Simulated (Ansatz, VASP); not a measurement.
# One calculation of Be, two programs

Contents of INCAR:

```
ALGO = Fast
EDIFF = 1E-6
EDIFFG = -0.025
ENCUT = 600
GGA = PE
IBRION = 2
ISIF = 3
ISMEAR = 0
LASPH = True
LCHARG = False
LREAL = False
LWAVE = False
NELM = 80
NSW = 80
PREC = Accurate
SIGMA = 0.2
```

KPOINTS

```
k-points
0
Gamma
  10 6 6
```

Contents of POSCAR:

```
Be
1.0
   -1.5591530597     -0.0198013826     -1.5528618178
   -1.5841673634     -3.0885253970      1.5382733563
   -1.6316963431      3.1756571419      1.6650078664
Be
4
Direct
    0.0093629179     -0.0095175504     -0.0079272699
    0.4593888456      0.4959469070      0.9803802011
    0.4978998152      0.9877516430      0.4930680267
    0.0333484214      0.5258190003      0.5344790421
```

Input for Ansatz:

```yaml
crystal:
  lattice:
    - [-1.5591530597, -0.0198013826, -1.5528618178]
    - [-1.5841673634, -3.088525397, 1.5382733563]
    - [-1.6316963431, 3.1756571419, 1.6650078664]
  atoms:
    - { symbol: Be, position: [0.0093629179, -0.0095175504, -0.0079272699] }
    - { symbol: Be, position: [0.4593888456, 0.495946907, 0.9803802011] }
    - { symbol: Be, position: [0.4978998152, 0.987751643, 0.4930680267] }
    - { symbol: Be, position: [0.0333484214, 0.5258190003, 0.5344790421] }
basis:
  ecutwfc: 420
kpoints:
  mp_grid: { grid: [10, 6, 6] }
hamiltonian:
  xc: pbe
scf:
  occupations: { method: gaussian, width: 0.2 }
  lower_state_search: "off"
output:
  forces: true
  stress: true
  eigenvalues: true
relax:
  adjacent_minimum: "off"
  f_tol: 0.025
  max_steps: 60
  cell: { stress_tol: 0.25 }
```

Change from the starting cell: cell x4, atoms moved at random (sigma 0.1 Å) and cell strained at random (1.5 %), then relaxed without symmetry.

Alike in both runs: task relaxation of cell and atoms; functional PBE; k mesh 10 × 6 × 6; occupations gaussian, width 0.2 eV; no spin polarisation.

|  | VASP | Ansatz |
| --- | --- | --- |
| version | VASP 6.6.1 | Ansatz 0.2.0 |
| potentials or method | VASP PAW PBE potentials, release 64 (Be), cutoff 600 eV | scalar-relativistic, plane waves, PAW |
| valence electrons in the cell | 8 | 8 |

VASP gave:

```
gap on the k mesh at the Fermi level, each at its own relaxed structure (eV) : none
relaxed volume (Å³/atom)                                                     : 7.88
relaxed cell length with the largest relative difference (Å)                 : 3.862
```

Task: What did Ansatz give for the same quantities?

Result: gap on the k mesh at the Fermi level, each at its own relaxed structure (eV): none; relaxed volume (Å³/atom): 7.86; relaxed cell length with the largest relative difference (Å): 3.858.

A gap of «none» marks a metal or a gap that the smearing closes.
